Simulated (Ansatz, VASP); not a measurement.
One calculation of TePbS4, two programs

```
Te Pb S
1.0
     7.74784    0.00000    0.00000
     0.00000    4.32207    2.40246
     0.00000   -4.32207    2.40246
Te Pb S
1 1 4
Direct
  0.50000 0.17318 0.17318
  0.00000 0.41382 0.41382
  0.75126 0.95788 0.38443
  0.24874 0.38443 0.95788
  0.75126 0.38443 0.95788
  0.24874 0.95788 0.38443
```

Alike in both runs: functional PBE; k mesh 2 × 4 × 4; occupations gaussian, width 0.1 eV; no spin polarisation.

Ansatz relaxed the structure, and its values are those at the end. VASP's run is a single point on that final structure, the one shown.

|  | VASP | Ansatz |
| --- | --- | --- |
| version | VASP 6.6.1 | Ansatz 0.2.0 |
| potentials or method | VASP PAW PBE potentials, release 64 (Te, Pb_d, S), cutoff 500 eV | scalar-relativistic, plane waves, PAW |
| valence electrons in the cell | 44 | 54 |

Ansatz gave:

| Property | Result |
| --- | --- |
| gap on the k mesh at the Fermi level (eV) | none |
| pressure (GPa) | 0.0 |
| rms of the force components (eV/Å) | 0.006 |

Problem. Which values does VASP return?

Solution. gap on the k mesh at the Fermi level (eV): none; pressure (GPa): -0.1; rms of the force components (eV/Å): 0.007.

A gap of «none» marks a metal or a gap that the smearing closes. VASP's potentials hold 44 valence electrons a cell and Ansatz's 54, so a difference there can come from the potentials and not from the codes.

The k mesh is coarse, so the values compare programs but aren't converged. Spin-orbit coupling is off throughout.
